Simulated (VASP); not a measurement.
# Ru (P6_3/mmc) in VASP: a series of runs

Runs on Ru. Level: PBE. Tasks: single point.

Program: VASP 6.6.1. These are calculated values, not measurements. Logs are shortened: lines on timing, memory, paths and dates and some standing lists are left out, and cuts for length are marked.

## (1) The cell of the first run

Symmetry: P6_3/mmc, No. 194, hexagonal system. The conventional cell has a = 2.700 Å, b = 2.700 Å, c = 4.271 Å, α = 90.00°, β = 90.00°, γ = 120.00°. Within 3.5 Å of Ru (site symmetry -6m2) lie 12 Ru at 2.64 to 2.70 Å.

## (2) Single point, PBE

File INCAR:

```
PREC = Accurate
ENCUT = 520
EDIFF = 1E-6
ISMEAR = -1
SIGMA = 0.02
LREAL = F
LASPH = T
NELM = 60
ALGO = Normal
ISIF = 2
LWAVE = F
LCHARG = T
GGA = PE
LELF = T
LVHAR = T
NBANDS = 21
```

File KPOINTS:

```
regular mesh
0
Gamma
  12 12 6
```

File POSCAR:

```
Ru
1.0
    2.6999378568      0.0000000000      0.0000000000
   -1.3499689284      2.3382147726      0.0000000000
    0.0000000000      0.0000000000      4.2710673554
Ru
2
Direct
    0.3333333333      0.6666666667      0.2500000000
    0.6666666667      0.3333333333      0.7500000000
```

Potentials or basis: VASP PAW PBE potentials, release 64 (Ru_pv).

Command:

```
> cat potpaw_PBE.64/Ru_pv/POTCAR > POTCAR
> mpirun -np 1 vasp_std > vasp.out
```

OUTCAR:

```text
PREC = Accurate
   ENCUT = 520
   EDIFF = 1E-6
   ISMEAR = -1
   LREAL = F
   LASPH = T
   NELM = 60
   ISIF = 2
   GGA = PE

 ion  position               nearest neighbor table
   1  0.333  0.667  0.250-   2 2.64   2 2.64   2 2.64   2 2.64   2 2.64   2 2.64
   2  0.667  0.333  0.750-   1 2.64   1 2.64   1 2.64   1 2.64   1 2.64   1 2.64

  LATTYP: Found a hexagonal cell.
 ALAT       =     2.6999378568
 C/A-ratio  =     1.5819132076

  Lattice vectors:

 A1 = (   2.6999378568,   0.0000000000,   0.0000000000)
 A2 = (  -1.3499689284,   2.3382147726,   0.0000000000)
 A3 = (   0.0000000000,   0.0000000000,   4.2710673554)

Analysis of symmetry for initial positions (statically):
=====================================================================
 Subroutine PRICEL returns:
 Original cell was already a primitive cell.

 Routine SETGRP: Setting up the symmetry group for a
 hexagonal supercell.

 Subroutine GETGRP returns: Found 24 space group operations
 (whereof 12 operations were pure point group operations)
 out of a pool of 24 trial point group operations.

The static configuration has the point symmetry D_3d.
 The point group associated with its full space group is D_6h.

Analysis of symmetry for dynamics (positions and initial velocities):
=====================================================================
 Subroutine PRICEL returns:
 Original cell was already a primitive cell.

 Routine SETGRP: Setting up the symmetry group for a
 hexagonal supercell.

 Subroutine GETGRP returns: Found 24 space group operations
 (whereof 12 operations were pure point group operations)
 out of a pool of 24 trial point group operations.

The dynamic configuration has the point symmetry D_3d.
 The point group associated with its full space group is D_6h.

 Subroutine INISYM returns: Found 24 space group operations
 (whereof 12 operations are pure point group operations),
 and found     1 'primitive' translations

----------------------------------------------------------------------------------------

                                     Primitive cell

  volume of cell :      26.9634

  direct lattice vectors                    reciprocal lattice vectors
     2.699937857  0.000000000  0.000000000     0.370378895  0.213838355  0.000000000
    -1.349968928  2.338214773  0.000000000     0.000000000  0.427676709  0.000000000
     0.000000000  0.000000000  4.271067355     0.000000000  0.000000000  0.234133512

  length of vectors
     2.699937857  2.699937857  4.271067355     0.427676709  0.427676709  0.234133512

  position of ions in fractional coordinates (direct lattice)
     0.333333333  0.666666667  0.250000000
     0.666666667  0.333333333  0.750000000

  ion indices of the primitive-cell ions
   primitive index   ion index
                 1           1
                 2           2

----------------------------------------------------------------------------------------

 KPOINTS: regular mesh

Automatic generation of k-mesh.
 Grid dimensions read from file:
 generate k-points for:   12   12    6

 Generating k-lattice:

  Cartesian coordinates                     Fractional coordinates (reciprocal lattice)
     0.030864908  0.017819863  0.000000000     0.083333333  0.000000000  0.000000000
     0.000000000  0.035639726  0.000000000     0.000000000  0.083333333  0.000000000
     0.000000000  0.000000000  0.039022252     0.000000000  0.000000000  0.166666667

  Length of vectors
     0.035639726  0.035639726  0.039022252

  Shift w.r.t. Gamma in fractional coordinates (k-lattice)
     0.000000000  0.000000000  0.000000000

 Subroutine IBZKPT returns following result:
 ===========================================

 Found     76 irreducible k-points:

 Following reciprocal coordinates:
            Coordinates               Weight
  0.000000  0.000000  0.000000      1.000000
  0.083333 -0.000000  0.000000      6.000000
  0.166667 -0.000000  0.000000      6.000000
  0.250000 -0.000000  0.000000      6.000000
  0.333333  0.000000  0.000000      6.000000
  0.416667 -0.000000  0.000000      6.000000
[... 16 lines left out ...]
  0.250000 -0.000000  0.166667     12.000000
  0.333333  0.000000  0.166667     12.000000
 [... further k-points ...]
   k-points           NKPTS =     76   k-points in BZ     NKDIM =     76   number of bands    NBANDS=     21
   number of dos      NEDOS =    301   number of ions     NIONS =      2
   total plane-waves  NPLWV =  12800
   dimension x,y,z NGX =    20 NGY =   20 NGZ =   32
   dimension x,y,z NGXF=    40 NGYF=   40 NGZF=   64
   ions per type =               2
   NGX,Y,Z   is equivalent  to a cutoff of  12.31, 12.31, 12.46 a.u.
   NGXF,Y,Z  is equivalent  to a cutoff of  24.63, 24.63, 24.91 a.u.
 SYSTEM =  unknown system
   PREC   = accura    normal or accurate (medium, high low for compatibility)
   ISTART =      0    job   : 0-new  1-cont  2-samecut
   ICHARG =      2    charge: 1-file 2-atom 10-const
   ISPIN  =      1    spin polarized calculation?
   LNONCOLLINEAR =      F non collinear calculations
   LSORBIT =      F    spin-orbit coupling
   LASPH  =      T    aspherical Exc in radial PAW
   ENCUT  =  520.0 eV  38.22 Ry    6.18 a.u.   5.02  5.02  7.94*2*pi/ulx,y,z
   NELM   =     60;   NELMIN=  2; NELMDL= -5     # of ELM steps
   EDIFF  = 0.1E-05   stopping-criterion for ELM
   LREAL  =      F    real-space projection
   EDIFFG = 0.1E-04   stopping-criterion for IOM
   NSW    =      0    number of steps for IOM
   IBRION =     -1    ionic relax: 0-MD 1-quasi-New 2-CG
   NFREE  =      0    steps in history (QN), initial steepest desc. (CG)
   ISIF   =      2    stress and relaxation
   ISYM   =      2    0-nonsym 1-usesym 2-fastsym
   POTIM  = 0.5000    time-step for ionic-motion
   TEBEG  =    0.0;   TEEND  =   0.0 temperature during run
   PSTRESS=    0.0 pullay stress
   NELECT =      28.0000    total number of electrons
   NUPDOWN=      -1.0000    fix difference up-down
   EMIN   =  10.00;   EMAX   =-10.00  energy-range for DOS
   EFERMI =   0.00;   METHOD = LEGACY
   ISMEAR =    -1;   SIGMA  =   0.02  broadening in eV -4-tet -1-fermi 0-gaus
   EFERMI_NEDOS =   21; number of points for ismear=-14 and -15
   IALGO  =     38    algorithm
   IMIX   =      4    mixing-type and parameters
     AMIX     =   0.40;   BMIX     =  1.00
     AMIX_MAG =   1.60;   BMIX_MAG =  1.00
  volume/ion in A,a.u.               =      13.48        90.98
  Fermi-wavevector in a.u.,A,eV,Ry     =   1.657815  3.132815 37.393565  2.748349
  Thomas-Fermi vector in A             =   2.745503
   LORBIT       =      0    0 simple, 1 ext, 2 COOP (PROOUT), +10 PAW based schemes
   GGA     = PE    functional components
   LHFCALC =     F    Hartree Fock is set to
   AEXX    =    0.0000 exact exchange contribution
   IVDW    =     0    specifies the selected vdW correction
   LEPSILON=     F    determine dielectric tensor
   LRPA    =     F    only Hartree local field effects (RPA)
 non-spin polarized calculation
  energy-cutoff  :      520.00
  volume of cell :       26.96
 maximum number of plane-waves:       741
 NGX is ok and might be reduce to    20
   NGX =  9   NGY =  9   NGZ = 15

 number of electron      28.0000004 magnetization

 Free energy of the ion-electron system (eV)
  ---------------------------------------------------
  ext. energy  EPLUGINS =         0.00000000
  ---------------------------------------------------
  free energy    TOTEN  =       -18.46373863 eV

  energy without entropy =      -18.46236911  energy(sigma->0) =      -18.46305387

 E-fermi :  12.9302     XC(G=0): -14.1627

 val. band max:       12.8957570215   @ k =   0.0833   0.0833   0.3333
 cond. band min:      12.9652121816   @ k =   0.4167  -0.0000   0.5000
 fundamental gap:      0.0694551602
 Fermi energy:        12.9301911977

 k-point     1 :       0.0000    0.0000    0.0000
  band No.  band energies     occupation
      1     -30.6993      2.00000
      2     -29.7497      2.00000
      3     -29.7497      2.00000
      4     -29.5756      2.00000
      5     -29.5756      2.00000
      6     -29.5281      2.00000
[... 13 lines left out ...]
     20      23.3902      0.00000
     21      23.4466      0.00000

 k-point     2 :       0.0833   -0.0000    0.0000
  band No.  band energies     occupation
      1     -30.6751      2.00000
      2     -29.8010      2.00000
      3     -29.7670      2.00000
      4     -29.6290      2.00000
      5     -29.5826      2.00000
      6     -29.5393      2.00000
[... 13 lines left out ...]
     20      23.3902      0.00000
     21      23.4309      0.00000

 k-point     3 :       0.1667   -0.0000    0.0000
  band No.  band energies     occupation
      1     -30.6059      2.00000
      2     -29.9411      2.00000
      3     -29.8127      2.00000
      4     -29.7721      2.00000
      5     -29.6030      2.00000
      6     -29.5732      2.00000
[... 13 lines left out ...]
     20      23.3902      0.00000
     21      23.4080      0.00000

 k-point     4 :       0.2500   -0.0000    0.0000
  band No.  band energies     occupation
      1     -30.5012      2.00000
      2     -30.1325      2.00000
      3     -29.9608      2.00000
      4     -29.8726      2.00000
      5     -29.6330      2.00000
      6     -29.6294      2.00000
[... 13 lines left out ...]
     20      23.3901      0.00000
     21      23.3983      0.00000

 k-point     5 :       0.3333    0.0000    0.0000
  band No.  band energies     occupation
      1     -30.3773      2.00000
      2     -30.3235      2.00000
      3     -30.1424      2.00000
      4     -29.9303      2.00000
      5     -29.7045      2.00000
      6     -29.6646      2.00000
[... 13 lines left out ...]
     20      23.3895      0.00000
     21      23.3915      0.00000
[... 382 lines left out ...]
     20      23.3902      0.00000
     21      24.6599      0.00000

 k-point    22 :       0.1667   -0.0000    0.1667
  band No.  band energies     occupation
      1     -30.5508      2.00000
      2     -29.9202      2.00000
      3     -29.8238      2.00000
      4     -29.7989      2.00000
      5     -29.6173      2.00000
      6     -29.6025      2.00000
[... 13 lines left out ...]
     20      23.3901      0.00000
     21      24.6596      0.00000

 k-point    23 :       0.2500   -0.0000    0.1667
  band No.  band energies     occupation
      1     -30.4818      2.00000
      2     -30.0926      2.00000
      3     -30.0070      2.00000
      4     -29.8568      2.00000
      5     -29.6493      2.00000
      6     -29.6442      2.00000
[... 13 lines left out ...]
     20      23.3901      0.00000
     21      24.7471      0.00000

 k-point    24 :       0.3333    0.0000    0.1667
  band No.  band energies     occupation
      1     -30.4612      2.00000
      2     -30.2327      2.00000
      3     -30.1500      2.00000
      4     -29.9128      2.00000
      5     -29.7025      2.00000
      6     -29.6827      2.00000
[... 13 lines left out ...]
     20      23.3900      0.00000
     21      24.7078      0.00000

 [... further k-points ...]

------------------------ aborting loop because EDIFF is reached ----------------------------------------

  FORCE on cell =-STRESS in cart. coord.  units (eV):
  Direction    XX          YY          ZZ          XY          YZ          ZX
  --------------------------------------------------------------------------------------
  -------------------------------------------------------------------------------------
  Total        1.0690096      1.0690096      1.1728242     -0.0000000      0.0000000      0.0000000
  in kB       63.5210383     63.5210383     69.6897525     -0.0000000      0.0000000      0.0000000
  external PRESSURE =      65.5772764 kB  Pullay stress =       0.0000000 kB

 VOLUME and BASIS-vectors are now :
 -----------------------------------------------------------------------------
  energy-cutoff  :      520.00
  volume of cell :       26.96
      direct lattice vectors                 reciprocal lattice vectors
     2.699937857  0.000000000  0.000000000     0.370378895  0.213838355  0.000000000
    -1.349968928  2.338214773  0.000000000     0.000000000  0.427676709  0.000000000
     0.000000000  0.000000000  4.271067355     0.000000000  0.000000000  0.234133512

 POSITION                                       TOTAL-FORCE (eV/Angst)
 -----------------------------------------------------------------------------------
     -0.00000      1.55881      1.06777         0.000000     -0.000000      0.000000
      1.34997      0.77940      3.20330        -0.000000      0.000000      0.000000
 -----------------------------------------------------------------------------------
    total drift:                               -0.000000      0.000000     -0.000000

  FREE ENERGIE OF THE ION-ELECTRON SYSTEM (eV)
  ---------------------------------------------------
  free  energy   TOTEN  =       -18.4637386343 eV

  energy  without entropy=      -18.4623691056  energy(sigma->0) =      -18.46305387
```

Run time: 34 s. Hardware: 1 thread of Intel Xeon 8259CL, shared host; peak memory 0.16 GiB.

Results:

| Quantity | Value |
| --- | --- |
| Free energy | -18.4637 eV |
| Pressure | 6.6 GPa |
| Band gap on the k mesh | zero (bands 14 and 15 overlap by 3.18 eV) |

Caveat: the cell stands under pressure.

## (3) Single point, PBE

This run uses another cell than the first one, of 13.76 Å³/atom.

File INCAR:

```
SYSTEM = Ru
ALGO     = Normal         ! electronic algorithm
EDIFF    = 1E-6           ! SCF threshold, eV
ENCUT    = 520            ! plane-wave cutoff, eV
GGA      = PE             ! functional
ISIF     = 2              ! what is computed and relaxed
ISMEAR   = -1             ! smearing method
LASPH    = .True.         ! aspherical terms in the spheres
LCHARG   = .False.        ! write CHGCAR
LREAL    = .False.        ! projectors in reciprocal space
LWAVE    = .False.        ! write WAVECAR
NBANDS   = 21             ! bands
NELM     = 60             ! most SCF steps
PREC     = Accurate       ! precision mode
SIGMA    = 0.02           ! smearing width, eV
```

File KPOINTS:

```
k-points
0
Gamma
  12 12 6
  0 0 0
```

File POSCAR:

```
Ru
1.0
    2.7178971652      0.0000000000      0.0000000000
   -1.3589485826      2.3537679899      0.0000000000
    0.0000000000      0.0000000000      4.3011079785
Ru
2
Direct
    0.3333333333      0.6666666667      0.2500000000
    0.6666666667      0.3333333333      0.7500000000
```

Potentials or basis: VASP PAW PBE potentials, release 64 (Ru_pv).

Command:

```
> cat potpaw_PBE.64/Ru_pv/POTCAR > POTCAR
> mpirun -np 1 vasp_std > vasp.out
```

Wall time 37 s (1 thread of Intel Xeon 8259CL, shared host); peak memory 0.16 GiB.

Results (log left out):

```
Free energy            : -18.4750 eV
Pressure               : -0.1 GPa
Band gap on the k mesh : zero (bands 14 and 15 overlap by 3.08 eV)
```

Levels at points of the mesh, in eV from the Fermi level:
```tsv
k point	band 10	band 11	band 12	band 13	band 14	band 15	band 16	band 17	band 18	band 19
(0.00, 0.00, 0.00)	-2.50	-2.33	-1.84	-1.84	-1.32	-1.32	1.20	1.20	1.32	10.18
(0.50, 0.00, 0.00)	-2.91	-1.99	-1.73	-1.45	1.43	1.84	1.92	4.03	6.07	10.48
(0.00, 0.00, 0.50)	-2.67	-2.67	-2.67	-2.63	-2.63	0.57	0.57	0.57	0.57	10.48
(0.50, 0.00, 0.50)	-4.40	-0.99	-0.99	0.48	0.48	1.68	1.68	3.38	3.38	10.41
```
